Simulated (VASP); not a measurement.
The system is Na2S.

```
Na S
1.0
     0.00000    3.25543    3.25543
     3.25543    0.00000    3.25543
     3.25543    3.25543    0.00000
Na S
2 1
Direct
  0.25000 0.25000 0.25000
  0.75000 0.75000 0.75000
  0.00000 0.00000 0.00000
```

Base run:

- Program: VASP 6.6.1
- Functional: HSE06
- Potentials or basis: VASP PAW PBE potentials, release 64 (Na_pv, S)
- Cutoff: 400 eV
- k mesh: 4 × 4 × 4
- Occupations: gaussian, width 0.01 eV
- Spin: no spin polarisation

Its results: band gap on the k mesh 3.52 eV; pressure 0.0 GPa.

Question: After a change of settings the same cell gave: band gap on the k mesh 3.11 eV; pressure -0.1 GPa. Which change was it?
A. functional from HSE06 to PBE; cutoff from 400 eV to 500 eV; k mesh from 4 × 4 × 4 to 6 × 6 × 6
B. functional from HSE06 to PBE; cutoff from 400 eV to 500 eV
C. functional from HSE06 to PBE0
D. functional from HSE06 to r2SCAN; cutoff from 400 eV to 550 eV

Answer: D.

Caveats: the PAW data sets were made with another functional, which shifts forces and pressure a little.
